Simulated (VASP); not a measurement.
Input of a VASP 6.6.1 run:

Contents of INCAR:

```
ALGO     = Normal         # electronic algorithm
EDIFF    = 1E-6           # SCF threshold, eV
ENCUT    = 520            # plane-wave cutoff, eV
GGA      = PE             # functional
ISIF     = 2              # what is computed and relaxed
ISMEAR   = 0              # smearing method
ISPIN    = 2              # spin polarisation
LASPH    = T              # aspherical terms in the spheres
LCHARG   = F              # write CHGCAR
LMAXMIX  = 4              # l up to which the mixer works
LORBIT   = 11             # projections on sites
LREAL    = F              # projectors in reciprocal space
LWAVE    = F              # write WAVECAR
MAGMOM   = 0 0 0.54 0.54 0.54 0.54 0.74 0.74 0.74 0.74 0.74 0.74 # initial moments
NBANDS   = 77             # bands
NELM     = 150            # most SCF steps
PREC     = Accurate       # precision mode
SIGMA    = 0.2            # smearing width, eV
```

KPOINTS

```
k-points
0
Gamma
  12 12 1
```

Contents of POSCAR:

```
CuNi5
1.0
    2.4911982921     -0.0000000289      0.0000000000
   -1.2455991211      2.1574410213      0.0000000000
    0.0000000000      0.0000000000     24.7079476000
Cu Ni
2 10
Direct
    0.6666666667      0.3333333333      0.0000000000
    0.6666666667      0.3333333333      0.5000000000
    0.3333333333      0.6666666667      0.4148280000
    0.3333333333      0.6666666667      0.9148280000
    0.3333333333      0.6666666667      0.0851720000
    0.3333333333      0.6666666667      0.5851720000
    0.3333333333      0.6666666667      0.2500000000
    0.3333333333      0.6666666667      0.7500000000
    0.6666666667      0.3333333333      0.1674430000
    0.6666666667      0.3333333333      0.6674430000
    0.6666666667      0.3333333333      0.3325570000
    0.6666666667      0.3333333333      0.8325570000
```

Potentials or basis: VASP PAW PBE potentials, release 64 (Cu, Ni).

Run with:

```sh
$ cat potpaw_PBE.64/Cu/POTCAR potpaw_PBE.64/Ni/POTCAR > POTCAR
$ mpirun -np 1 vasp_std > vasp.out
```

Predict the largest force.

0.030 eV/Å.

Predict the net moment.

6.18 μB per cell.

Forces in eV/Å, atoms in the order of the input:
```
Cu   0.000  0.000  0.000
Cu   0.000  0.000  0.000
Ni   0.000  0.000 -0.030
Ni   0.000  0.000 -0.030
Ni   0.000  0.000  0.030
Ni   0.000  0.000  0.030
Ni   0.000  0.000  0.000
Ni   0.000  0.000  0.000
Ni   0.000  0.000 -0.002
Ni   0.000  0.000 -0.002
Ni   0.000  0.000  0.002
Ni   0.000  0.000  0.002
```
